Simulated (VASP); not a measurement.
Set up this calculation in VASP 6.6.1, as the native input.

* Task: single point
* Functional: r2SCAN
* Potentials or basis: VASP PAW PBE potentials, release 64 (Ga_d, S)
* Cutoff: 550 eV
* k mesh: 12 × 12 × 2
* Occupations: gaussian, width 0.01 eV
* Spin: no spin polarisation
* Dipole correction: no
* Further INCAR settings: ALGO = Normal; EDIFF = 1e-06; NBANDS = 48

Crystal: GaS.

```
Ga S
1.0
     3.57951    0.00000    0.00000
    -1.78975    3.09994    0.00000
     0.00000    0.00000   15.56312
Ga S
4 4
Direct
  0.33333 0.66667 0.17170
  0.66667 0.33333 0.67170
  0.33333 0.66667 0.32830
  0.66667 0.33333 0.82830
  0.33333 0.66667 0.60286
  0.66667 0.33333 0.10286
  0.33333 0.66667 0.89714
  0.66667 0.33333 0.39714
```

One way to write it, as run:

POSCAR

```
GaS
1.0
    3.5795059751      0.0000000000      0.0000000000
   -1.7897529876      3.0999431075      0.0000000000
    0.0000000000      0.0000000000     15.5631241186
Ga S
4 4
Direct
    0.3333333333      0.6666666667      0.1716952313
    0.6666666667      0.3333333333      0.6716952313
    0.3333333333      0.6666666667      0.3283047687
    0.6666666667      0.3333333333      0.8283047687
    0.3333333333      0.6666666667      0.6028569202
    0.6666666667      0.3333333333      0.1028569202
    0.3333333333      0.6666666667      0.8971430798
    0.6666666667      0.3333333333      0.3971430798
```

INCAR.step1

```
PREC = Accurate ; ENCUT = 550
ISMEAR = 0 ; SIGMA = 0.01
LREAL = False ; LASPH = True
NELM = 120 ; NBANDS = 48
GGA = PE ; ALGO = Normal
EDIFF = 1E-5 ; LWAVE = True
LCHARG = False ; GGA_COMPAT = False
```

INCAR.step2

```
PREC = Accurate ; ENCUT = 550
EDIFF = 1E-6 ; ISMEAR = 0
SIGMA = 0.01 ; LREAL = False
LASPH = True ; NELM = 120
ALGO = Normal ; ISIF = 2
LWAVE = False ; LCHARG = False
METAGGA = R2SCAN ; LMIXTAU = True
NBANDS = 48 ; ISTART = 1
GGA_COMPAT = False
```

KPOINTS

```
regular mesh
0
Gamma
  12 12 2
```

Potentials or basis: VASP PAW PBE potentials, release 64 (Ga_d, S).

Command:

```sh
$ cat potpaw_PBE.64/Ga_d/POTCAR potpaw_PBE.64/S/POTCAR > POTCAR
$ cp INCAR.step1 INCAR
$ mpirun -np 1 vasp_std > vasp.out
$ cp INCAR.step2 INCAR
$ mpirun -np 1 vasp_std > vasp.out
```

Results of the run:

| Quantity | Value |
| --- | --- |
| Pressure | 0.8 GPa |
| Largest force | 0.021 eV/Å |
| Band gap on the k mesh | 1.92 eV (least direct gap 2.26 eV) |

Caveat: the PAW data sets were made with another functional, which shifts forces and pressure a little.

Run time: 22 min on 1 thread of Intel(R) Xeon(R) Platinum 8488C (Sapphire Rapids) (shared host), peak memory 0.49 GiB.
